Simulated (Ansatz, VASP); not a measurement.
Two plane-wave programs on Ru

INCAR

```
PREC = Accurate
ENCUT = 520
EDIFF = 1E-6
ISMEAR = -1
SIGMA = 0.1
LREAL = False
LASPH = True
NELM = 60
ALGO = Normal
ISIF = 2
LWAVE = False
LCHARG = False
GGA = PE
NBANDS = 21
```

KPOINTS

```
regular mesh
0
Gamma
  11 11 11
```

File POSCAR:

```
Ru
1.0
    0.0000000000      2.6909756520      2.6909756520
    2.6909756520      0.0000000000      2.6909756520
    2.6909756520      2.6909756520      0.0000000000
Ru
2
Direct
    0.1250000000      0.1250000000      0.1250000000
    0.8750000000      0.8750000000      0.8750000000
```

Input for Ansatz:

```yaml
crystal:
  lattice:
    - [0.0, 2.690975652, 2.690975652]
    - [2.690975652, 0.0, 2.690975652]
    - [2.690975652, 2.690975652, 0.0]
  atoms:
    - { symbol: Ru, position: [0.125, 0.125, 0.125] }
    - { symbol: Ru, position: [0.875, 0.875, 0.875] }
hamiltonian:
  xc: pbe
  pseudopotentials:
    kind: paw
    azcp:
      Ru: "pseudopotentials/Ru.paw.azcp"
basis:
  ecutwfc: 420
  fft_grid_basis: typed
kpoints:
  mp_grid: { grid: [11, 11, 11], shift: [0, 0, 0] }
magnetization:
  spin_polarized: false
scf:
  occupations: { method: fermi_dirac, width: 0.1 }
  lower_state_search: "off"
output:
  stress: true
```

Alike in both runs: task single point; functional PBE; k mesh 11 × 11 × 11; occupations fermi-dirac, width 0.1 eV; no spin polarisation.

|  | VASP | Ansatz |
| --- | --- | --- |
| version | VASP 6.6.1 | Ansatz 0.2.0 |
| potentials or method | VASP PAW PBE potentials, release 64 (Ru_pv), cutoff 520 eV | plane waves (420 eV) with PAW, scalar-relativistic |
| valence electrons in the cell | 28 | 32 |

|  | VASP | Ansatz | Ansatz less VASP |
| --- | --- | --- | --- |
| pressure (GPa) | 7.7 | 7.3 | -0.32 |

The functional is the same, so the differences come from potentials, cutoffs and numerics. VASP's potentials hold 28 valence electrons a cell and Ansatz's 32, so a difference there can come from the potentials and not from the codes.
